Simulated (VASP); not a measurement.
OH2, 3 atoms in the cell. The cell holds a molecule in a box, 3 atoms: a = 9.296 Å, b = 6.574 Å, c = 23.254 Å, α = 90.00°, β = 90.00°, γ = 90.00°. 

```yaml
Program: VASP 6.6.1
Task: single point
Functional: PBE
Dispersion: D3(BJ)
Potentials_or_basis: VASP PAW PBE potentials, release 64 (O, H)
Cutoff: 520 eV
k_mesh: 2 × 3 × 1
Occupations: gaussian, width 0.1 eV
Spin: no spin polarisation
Dipole_correction: yes
Further_INCAR_settings: ALGO = Normal; EDIFF = 1e-07; NBANDS = 11
```

Potentials or basis: VASP PAW PBE potentials, release 64 (O, H).

The run is started by

```bash
$ cat potpaw_PBE.64/O/POTCAR potpaw_PBE.64/H/POTCAR > POTCAR
$ mpirun -np 1 vasp_std > vasp.out
```

Hardware: 1 thread of AMD EPYC 9R14 (Zen 4), on a shared host.

Task: Estimate the wall time of this run.

Result: It took 2.6 min on 1 thread of AMD EPYC 9R14 (Zen 4) (shared host), peak memory 1 GiB. Counts: scf iterations 24, k points 4.
